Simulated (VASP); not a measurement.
# Ge: single point with PBEsol

Ge:

```
Ge
1.0
    -0.02829    2.82877    2.82877
     2.82877   -0.02829    2.82877
     2.80048    2.80048    0.00000
Ge
2
Direct
  0.50000 0.50000 0.50000
  0.75000 0.75000 0.75000
```

This cell differs from its parent crystal: strain -0.0200 x Voigt [0, 0, 0, 0, 0, 1].

```yaml
Program: VASP 6.6.1
Task: single point
Functional: PBEsol
Potentials_or_basis: VASP PAW PBE potentials, release 64 (Ge_d)
Cutoff: 520 eV
k_mesh: 14 × 14 × 14
Occupations: gaussian, width 0.15 eV
Spin: no spin polarisation
Dipole_correction: no
Further_INCAR_settings: ALGO = Normal; EDIFF = 1e-06; NBANDS = 21
```

```json
{
  "Pressure": "0.4 GPa",
  "Largest force": "0.174 eV/Å"
}
```

Forces on the atoms (eV/Å):
```
Ge   0.000  0.000 -0.174
Ge   0.000  0.000  0.174
```

Stress tensor (GPa, compression positive):
```
0.37 1.67 0.00
1.67 0.37 0.00
0.00 0.00 0.35
```

Levels at points of the mesh, in eV from the Fermi level:
| k point | band 11 | band 12 | band 13 | band 14 | band 15 | band 16 | band 17 | band 18 |
| --- | --- | --- | --- | --- | --- | --- | --- | --- |
| (0.00, 0.00, 0.00) | -12.83 | -0.05 | -0.05 | -0.04 | -0.01 | 2.35 | 2.52 | 2.65 |
| (0.50, 0.00, 0.00) | -10.80 | -7.63 | -1.40 | -1.39 | 0.17 | 3.63 | 3.80 | 6.99 |
| (0.50, 0.50, 0.00) | -9.04 | -8.83 | -3.22 | -3.02 | 0.52 | 0.75 | 9.44 | 9.49 |
| (0.00, 0.00, 0.50) | -10.66 | -7.69 | -1.50 | -1.48 | 0.01 | 3.57 | 3.73 | 6.88 |
| (0.50, 0.00, 0.50) | -8.93 | -8.93 | -3.12 | -3.12 | 0.63 | 0.63 | 9.43 | 9.43 |

Wall time 2.9 min on 1 thread of AMD EPYC 9R45 96-Core Processor (Zen 5), on a shared host, peak memory 0.39 GiB.

Caveat: the cell differs from its parent crystal (strain -0.0200 x Voigt [0, 0, 0, 0, 0, 1]); the PAW data sets were made with another functional, which shifts forces and pressure a little.
